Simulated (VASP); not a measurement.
# AlN (a) (F-43m) in VASP: notebook

AlN (a) is run at these levels: PBE; tasks: single point.

Everything below comes from runs of VASP 6.6.1. Logs are shortened: lines on timing, memory, paths and dates and some standing lists are left out, and cuts for length are marked.

### 1 The cell of the first run

The structure is cubic, space group F-43m (No. 216). The conventional cell has a = 4.403 Å, b = 4.403 Å, c = 4.403 Å, α = 90.00°, β = 90.00°, γ = 90.00°. Al (site symmetry -43m) has 4 N at 1.91 Å within 2.5 Å. Within 2.5 Å of N (site symmetry -43m) lie 4 Al at 1.91 Å.

### 2 Single point, PBE

INCAR reads:

```
SYSTEM = AlN
  ALGO = Normal
  EDIFF = 1E-6
  ENCUT = 600
  GGA = PE
  GGA_COMPAT = .False.
  ISIF = 2
  ISMEAR = 0
  LASPH = .True.
  LCHARG = .True.
  LELF = .True.
  LREAL = .False.
  LVHAR = .True.
  LWAVE = .False.
  NBANDS = 11
  NELM = 120
  PREC = Accurate
  SIGMA = 0.02
```

KPOINTS reads:

```
k-points
0
Gamma
  10 10 10
  0 0 0
```

POSCAR reads:

```
AlN
1.0
    0.0000000000      2.2015870953      2.2015870953
    2.2015870953      0.0000000000      2.2015870953
    2.2015870953      2.2015870953      0.0000000000
Al N
1 1
Direct
    0.0000000000      0.0000000000      0.0000000000
    0.2500000000      0.2500000000      0.2500000000
```

Potentials or basis: VASP PAW PBE potentials, release 64 (Al, N).

Started as:

```
$ cat potpaw_PBE.64/Al/POTCAR potpaw_PBE.64/N/POTCAR > POTCAR
$ mpirun -np 1 vasp_std > vasp.out
```

OUTCAR:

```text
SYSTEM = AlN
   EDIFF = 1E-6
   ENCUT = 600
   GGA = PE
   ISIF = 2
   ISMEAR = 0
   LASPH = .True.
   LREAL = .False.
   NELM = 120
   PREC = Accurate

 ion  position               nearest neighbor table
   1  0.000  0.000  0.000-   2 1.91   2 1.91   2 1.91   2 1.91
   2  0.250  0.250  0.250-   1 1.91   1 1.91   1 1.91   1 1.91

  LATTYP: Found a face centered cubic cell.
 ALAT       =     4.4031741906

  Lattice vectors:

 A1 = (   0.0000000000,   2.2015870953,   2.2015870953)
 A2 = (   2.2015870953,   0.0000000000,   2.2015870953)
 A3 = (   2.2015870953,   2.2015870953,   0.0000000000)

Analysis of symmetry for initial positions (statically):
=====================================================================
 Subroutine PRICEL returns:
 Original cell was already a primitive cell.

 Routine SETGRP: Setting up the symmetry group for a
 face centered cubic supercell.

 Subroutine GETGRP returns: Found 24 space group operations
 (whereof 24 operations were pure point group operations)
 out of a pool of 48 trial point group operations.

The static configuration has the point symmetry T_d .

Analysis of symmetry for dynamics (positions and initial velocities):
=====================================================================
 Subroutine PRICEL returns:
 Original cell was already a primitive cell.

 Routine SETGRP: Setting up the symmetry group for a
 face centered cubic supercell.

 Subroutine GETGRP returns: Found 24 space group operations
 (whereof 24 operations were pure point group operations)
 out of a pool of 48 trial point group operations.

The dynamic configuration has the point symmetry T_d .

 Subroutine INISYM returns: Found 24 space group operations
 (whereof 24 operations are pure point group operations),
 and found     1 'primitive' translations

----------------------------------------------------------------------------------------

                                     Primitive cell

  volume of cell :      21.3421

  direct lattice vectors                    reciprocal lattice vectors
     0.000000000  2.201587095  2.201587095    -0.227108889  0.227108889  0.227108889
     2.201587095  0.000000000  2.201587095     0.227108889 -0.227108889  0.227108889
     2.201587095  2.201587095  0.000000000     0.227108889  0.227108889 -0.227108889

  length of vectors
     3.113514329  3.113514329  3.113514329     0.393364135  0.393364135  0.393364135

  position of ions in fractional coordinates (direct lattice)
     0.000000000  0.000000000  0.000000000
     0.250000000  0.250000000  0.250000000

  ion indices of the primitive-cell ions
   primitive index   ion index
                 1           1
                 2           2

----------------------------------------------------------------------------------------

 KPOINTS: k-points

Automatic generation of k-mesh.
 Grid dimensions read from file:
 generate k-points for:   10   10   10

 Generating k-lattice:

  Cartesian coordinates                     Fractional coordinates (reciprocal lattice)
    -0.022710889  0.022710889  0.022710889     0.100000000  0.000000000  0.000000000
     0.022710889 -0.022710889  0.022710889     0.000000000  0.100000000  0.000000000
     0.022710889  0.022710889 -0.022710889     0.000000000  0.000000000  0.100000000

  Length of vectors
     0.039336414  0.039336414  0.039336414

  Shift w.r.t. Gamma in fractional coordinates (k-lattice)
     0.000000000  0.000000000  0.000000000

 Subroutine IBZKPT returns following result:
 ===========================================

 Found     47 irreducible k-points:

 Following reciprocal coordinates:
            Coordinates               Weight
  0.000000  0.000000  0.000000      1.000000
  0.100000  0.000000  0.000000      8.000000
  0.200000  0.000000  0.000000      8.000000
  0.300000  0.000000  0.000000      8.000000
  0.400000  0.000000  0.000000      8.000000
  0.500000  0.000000  0.000000      4.000000
[... 16 lines left out ...]
  0.300000  0.300000  0.000000      6.000000
  0.400000  0.300000  0.000000     24.000000
 [... further k-points ...]
   k-points           NKPTS =     47   k-points in BZ     NKDIM =     47   number of bands    NBANDS=     11
   number of dos      NEDOS =    301   number of ions     NIONS =      2
   total plane-waves  NPLWV =  21952
   dimension x,y,z NGX =    28 NGY =   28 NGZ =   28
   dimension x,y,z NGXF=    56 NGYF=   56 NGZF=   56
   ions per type =               1   1
   NGX,Y,Z   is equivalent  to a cutoff of  14.95, 14.95, 14.95 a.u.
   NGXF,Y,Z  is equivalent  to a cutoff of  29.90, 29.90, 29.90 a.u.
 SYSTEM =  AlN
   PREC   = accura    normal or accurate (medium, high low for compatibility)
   ISTART =      0    job   : 0-new  1-cont  2-samecut
   ICHARG =      2    charge: 1-file 2-atom 10-const
   ISPIN  =      1    spin polarized calculation?
   LNONCOLLINEAR =      F non collinear calculations
   LSORBIT =      F    spin-orbit coupling
   LASPH  =      T    aspherical Exc in radial PAW
   ENCUT  =  600.0 eV  44.10 Ry    6.64 a.u.   6.22  6.22  6.22*2*pi/ulx,y,z
   NELM   =    120;   NELMIN=  2; NELMDL= -5     # of ELM steps
   EDIFF  = 0.1E-05   stopping-criterion for ELM
   LREAL  =      F    real-space projection
   EDIFFG = 0.1E-04   stopping-criterion for IOM
   NSW    =      0    number of steps for IOM
   IBRION =     -1    ionic relax: 0-MD 1-quasi-New 2-CG
   NFREE  =      0    steps in history (QN), initial steepest desc. (CG)
   ISIF   =      2    stress and relaxation
   ISYM   =      2    0-nonsym 1-usesym 2-fastsym
   POTIM  = 0.5000    time-step for ionic-motion
   TEBEG  =    0.0;   TEEND  =   0.0 temperature during run
   PSTRESS=    0.0 pullay stress
   NELECT =       8.0000    total number of electrons
   NUPDOWN=      -1.0000    fix difference up-down
   EMIN   =  10.00;   EMAX   =-10.00  energy-range for DOS
   EFERMI =   0.00;   METHOD = LEGACY
   ISMEAR =     0;   SIGMA  =   0.02  broadening in eV -4-tet -1-fermi 0-gaus
   EFERMI_NEDOS =   21; number of points for ismear=-14 and -15
   IALGO  =     38    algorithm
   IMIX   =      4    mixing-type and parameters
     AMIX     =   0.40;   BMIX     =  1.00
     AMIX_MAG =   1.60;   BMIX_MAG =  1.00
  volume/ion in A,a.u.               =      10.67        72.01
  Fermi-wavevector in a.u.,A,eV,Ry     =   1.180390  2.230614 18.957286  1.393321
  Thomas-Fermi vector in A             =   2.316684
   LORBIT       =      0    0 simple, 1 ext, 2 COOP (PROOUT), +10 PAW based schemes
   GGA     = PE    functional components
   LHFCALC =     F    Hartree Fock is set to
   AEXX    =    0.0000 exact exchange contribution
   IVDW    =     0    specifies the selected vdW correction
   LEPSILON=     F    determine dielectric tensor
   LRPA    =     F    only Hartree local field effects (RPA)
 non-spin polarized calculation
 Gauss-broadening in eV      SIGMA  =   0.02
  energy-cutoff  :      600.00
  volume of cell :       21.34
 maximum number of plane-waves:       728
 NGX is ok and might be reduce to    28
   NGX = 13   NGY = 13   NGZ = 13

 number of electron       8.0000000 magnetization

 Free energy of the ion-electron system (eV)
  ---------------------------------------------------
  ext. energy  EPLUGINS =         0.00000000
  ---------------------------------------------------
  free energy    TOTEN  =       -14.84892104 eV

  energy without entropy =      -14.84892104  energy(sigma->0) =      -14.84892104

 E-fermi :   5.9284     XC(G=0): -10.8293

 val. band max:        5.7449334479   @ k =   0.0000   0.0000   0.0000
 cond. band min:       9.0500395017   @ k =   0.5000   0.5000   0.0000
 fundamental gap:      3.3051060538
 Fermi energy:         5.9284378565

 k-point     1 :       0.0000    0.0000    0.0000
  band No.  band energies     occupation
      1      -9.0983      2.00000
      2       5.7449      2.00000
      3       5.7449      2.00000
      4       5.7449      2.00000
      5       9.7294      0.00000
      6      18.0686      0.00000
      7      18.0686      0.00000
      8      18.0686      0.00000
      9      23.2414      0.00000
     10      23.2414      0.00000
     11      24.5968      0.00000

 k-point     2 :       0.1000    0.0000    0.0000
  band No.  band energies     occupation
      1      -8.9560      2.00000
      2       4.9339      2.00000
      3       5.6936      2.00000
      4       5.6936      2.00000
      5      10.3967      0.00000
      6      17.6814      0.00000
      7      18.1996      0.00000
      8      18.1996      0.00000
      9      22.0035      0.00000
     10      22.0035      0.00000
     11      23.8194      0.00000

 k-point     3 :       0.2000    0.0000    0.0000
  band No.  band energies     occupation
      1      -8.5518      2.00000
      2       3.3494      2.00000
      3       5.5656      2.00000
      4       5.5656      2.00000
      5      11.5219      0.00000
      6      16.8892      0.00000
      7      18.1492      0.00000
      8      18.1492      0.00000
      9      21.4633      0.00000
     10      21.4633      0.00000
     11      22.9430      0.00000

 k-point     4 :       0.3000    0.0000    0.0000
  band No.  band energies     occupation
      1      -7.9662      2.00000
      2       1.7366      2.00000
      3       5.4189      2.00000
      4       5.4189      2.00000
      5      12.3627      0.00000
      6      16.1505      0.00000
      7      17.5292      0.00000
      8      17.5292      0.00000
      9      22.4735      0.00000
     10      22.4735      0.00000
     11      22.7246      0.00000
[... 239 lines left out ...]
 k-point    22 :      -0.2000    0.2000    0.0000
  band No.  band energies     occupation
      1      -7.7739      2.00000
      2       2.0303      2.00000
      3       4.0808      2.00000
      4       5.4900      2.00000
      5      13.1236      0.00000
      6      15.5199      0.00000
      7      16.9228      0.00000
      8      18.0686      0.00000
      9      20.5193      0.00000
     10      23.8870      0.00000
     11      26.8204      0.00000

 k-point    23 :       0.3000    0.3000    0.0000
  band No.  band energies     occupation
      1      -7.6020      2.00000
      2       2.2613      2.00000
      3       4.5238      2.00000
      4       4.5238      2.00000
      5      10.9972      0.00000
      6      15.2766      0.00000
      7      17.3763      0.00000
      8      19.9736      0.00000
      9      19.9736      0.00000
     10      25.8924      0.00000
     11      29.1070      0.00000

 k-point    24 :       0.4000    0.3000    0.0000
  band No.  band energies     occupation
      1      -7.1563      2.00000
      2       1.6448      2.00000
      3       4.0691      2.00000
      4       4.3621      2.00000
      5      10.6069      0.00000
      6      15.1170      0.00000
      7      17.7151      0.00000
      8      20.0698      0.00000
      9      20.5613      0.00000
     10      26.7825      0.00000
     11      28.8936      0.00000

 [... further k-points ...]
[... 5 lines left out ...]
  --------------------------------------------------------------------------------------
  -------------------------------------------------------------------------------------
  Total       -0.0544894     -0.0544894     -0.0544894      0.0000000      0.0000000      0.0000000
  in kB       -4.0905824     -4.0905824     -4.0905824      0.0000000      0.0000000      0.0000000
  external PRESSURE =      -4.0905824 kB  Pullay stress =       0.0000000 kB

 VOLUME and BASIS-vectors are now :
 -----------------------------------------------------------------------------
  energy-cutoff  :      600.00
  volume of cell :       21.34
      direct lattice vectors                 reciprocal lattice vectors
     0.000000000  2.201587095  2.201587095    -0.227108889  0.227108889  0.227108889
     2.201587095  0.000000000  2.201587095     0.227108889 -0.227108889  0.227108889
     2.201587095  2.201587095  0.000000000     0.227108889  0.227108889 -0.227108889

 POSITION                                       TOTAL-FORCE (eV/Angst)
 -----------------------------------------------------------------------------------
      0.00000      0.00000      0.00000         0.000000      0.000000      0.000000
      1.10079      1.10079      1.10079        -0.000000     -0.000000     -0.000000
 -----------------------------------------------------------------------------------
    total drift:                                0.000000      0.000000      0.000000

  FREE ENERGIE OF THE ION-ELECTRON SYSTEM (eV)
  ---------------------------------------------------
  free  energy   TOTEN  =       -14.8489210391 eV

  energy  without entropy=      -14.8489210391  energy(sigma->0) =      -14.84892104
```

Wall time 32 s (1 thread of Intel Xeon 8259CL, shared host); peak memory 0.15 GiB.

Results:

* Free energy: -14.8489 eV
* Pressure: -0.4 GPa
* Band gap on the k mesh: 3.31 eV, indirect (least direct gap 3.98 eV)

A k mesh can miss the band edges. A hybrid or GW would open this gap; PBE tends to underestimate it.

(Continued in part 2 of 2.)
